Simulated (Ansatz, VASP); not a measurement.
**AlCd2O in VASP and in Ansatz**

```xyz
4
Lattice="1.7161 -5.2806 0.0000 1.7161 5.2806 0.0000 0.0000 0.0000 5.3750" Properties=species:S:1:pos:R:3 pbc="T T T"
Al    1.7161    0.0000    0.0000
Cd    1.7161   -1.4426    2.6875
Cd    1.7161    1.4426    2.6875
O     0.0000    0.0000    0.0000
```

Alike in both runs: functional PBE; k mesh 14 × 14 × 10; occupations gaussian, width 0.1 eV; no spin polarisation.

Ansatz relaxed the structure, and its values are those at the end. VASP's run is a single point on that final structure, the one shown.

```csv
,VASP,Ansatz
version,VASP 6.6.1,Ansatz 0.2.0
potentials or method,"VASP PAW PBE potentials, release 64 (Al, Cd, O), cutoff 520 eV","scalar-relativistic, plane waves, PAW"
valence electrons in the cell,33,49
```

|  | VASP | Ansatz | Ansatz less VASP |
| --- | --- | --- | --- |
| gap on the k mesh at the Fermi level (eV) | none | none | - |
| pressure (GPa) | 0.1 | 0.0 | -0.13 |

A gap of «none» marks a metal or a gap that the smearing closes. The functional is the same, so the differences come from potentials, cutoffs and numerics. VASP's potentials hold 33 valence electrons a cell and Ansatz's 49, so a difference there can come from the potentials and not from the codes.
